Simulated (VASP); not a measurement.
Write the native input for VASP 6.6.1 that does the following.

| Item | Value |
| --- | --- |
| Task | relaxation of cell and atoms |
| Functional | PBE |
| Potentials or basis | VASP PAW PBE potentials, release 64 (Hf_pv, N) |
| Cutoff | 600 eV |
| k mesh | 6 × 6 × 6 |
| Occupations | gaussian, width 0.1 eV |
| Spin | no spin polarisation |
| Dipole correction | no |
| Further INCAR settings | ALGO = Normal; EDIFF = 1e-07; IBRION = 2; EDIFFG = -0.04; NSW = 90; ISIF = 3 |

The structure of HfN lies in POSCAR:

```
HfN
1.0
    3.1216498000      0.0000000000      0.0000000000
    0.0000000000      3.1216498000      0.0000000000
    0.0000000000      0.0000000000      3.1216498000
Hf N
1 1
Direct
    0.0000000000      0.0000000000      0.0000000000
    0.5000000000      0.5000000000      0.5000000000
```

The input as run:

INCAR

```
PREC     = Accurate       # precision mode
ENCUT    = 600            # plane-wave cutoff, eV
EDIFF    = 1E-7           # SCF threshold, eV
ISMEAR   = 0              # smearing method
SIGMA    = 0.1            # smearing width, eV
LREAL    = False          # projectors in reciprocal space
LASPH    = True           # aspherical terms in the spheres
NELM     = 60             # most SCF steps
ALGO     = Normal         # electronic algorithm
ISIF     = 3              # what is computed and relaxed
LWAVE    = False          # write WAVECAR
LCHARG   = False          # write CHGCAR
GGA      = PE             # functional
IBRION   = 2              # ionic algorithm
NSW      = 90             # ionic steps
EDIFFG   = -0.04          # ionic threshold
```

KPOINTS

```
regular mesh
0
Gamma
  6 6 6
```

Potentials or basis: VASP PAW PBE potentials, release 64 (Hf_pv, N).

The run is started by

```sh
$ cat potpaw_PBE.64/Hf_pv/POTCAR potpaw_PBE.64/N/POTCAR > POTCAR
$ mpirun -np 1 vasp_std > vasp.out
```

It gave:

| Property | Result |
| --- | --- |
| Relaxed volume | 11.15 Å³/atom |
| Relaxed cell | a = 2.815 Å, b = 2.815 Å, c = 2.815 Å, α = 90.00°, β = 90.00°, γ = 90.00° |
| Space group after relaxing (to 0.05 Å) | Pm-3m (No. 221) |
| Energy gained by relaxing | 623.5 meV/atom |
| Ionic steps | 5 |
| Pressure after relaxing | 0.5 GPa |

Caveat: the volume moved by over 15 % at a fixed basis, so the end points are rough.

Wall time 20 s on 1 thread of AMD EPYC 9R45 96-Core Processor (Zen 5), on a shared host, peak memory 0.15 GiB.
